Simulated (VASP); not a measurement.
A run of VASP 6.6.1 is set up as follows.

File INCAR:

```
  PREC = Accurate
  ENCUT = 520
  EDIFF = 1E-6
  ISMEAR = -1
  SIGMA = 0.3
  LREAL = Auto
  LASPH = T
  NELM = 100
  ALGO = Normal
  ISIF = 2
  LWAVE = F
  LCHARG = F
  GGA = PE
  IVDW = 12
  NBANDS = 46
```

Contents of KPOINTS:

```
regular mesh
0
Gamma
  3 3 3
```

File POSCAR:

```
C
1.0
   -0.0369750000      3.5501000000      3.6852700000
    3.7132650000      0.0313990000      3.6168950000
    3.7916290000      3.5600890000     -0.0469650000
C
16
Direct
   -0.0101442408      0.2057797171     -0.1405437358
    0.1157857921      0.3495177639     -0.0304277924
   -0.0196299180      0.2279475584      0.3624153348
    0.1404217416      0.3542879771      0.4900339534
    0.0128012068      0.7364211601     -0.1355495473
    0.1586447021      0.8418188919     -0.0336611889
    0.0565057810      0.7064501538      0.3469623929
    0.1520626384      0.8530152369      0.4930996394
    0.4798270296      0.2042235016     -0.1267514244
    0.6489463474      0.3262294461     -0.0259734254
    0.5456637773      0.2021105124      0.3839210077
    0.6257997364      0.3363933865      0.5076238094
    0.5604388779      0.6993168207     -0.1293708975
    0.6444662999      0.8277151762     -0.0172212662
    0.4735036538      0.7789490536      0.3718885841
    0.6824053442      0.8204690012      0.4896874436
```

Potentials or basis: VASP PAW PBE potentials, release 64 (C).

Launch:

```console
$ cat potpaw_PBE.64/C/POTCAR > POTCAR
$ mpirun -np 1 vasp_std > vasp.out
```

**Question.** Predict the dispersion energy per atom.

**Answer.** -0.177 eV.

**Question.** Estimate the largest force.

**Answer.** 10.411 eV/Å.

Forces on the atoms (eV/Å):
```
C   -0.287  1.804  5.038
C    1.883  2.530 -0.764
C    0.244  2.706  3.497
C   -3.867  0.214 -1.705
C   -3.708  0.034 -2.028
C    1.646  2.599 -0.825
C    2.304 -1.414 -1.292
C    1.963 -4.891 -2.666
C    0.017  1.146  3.740
C    3.466  0.553 -2.171
C   -1.865 -4.778 -2.898
C    0.850 -0.705  1.679
C   -4.177 -6.245 -4.814
C    6.264  2.116  3.107
C   -7.622  6.924  1.528
C    2.886 -2.594  0.573
```

Caveat: the k points lie up to 0.50 Å⁻¹ apart; forces of over 1 eV/Å act on the atoms, so gaps and moduli don't describe the material at rest.
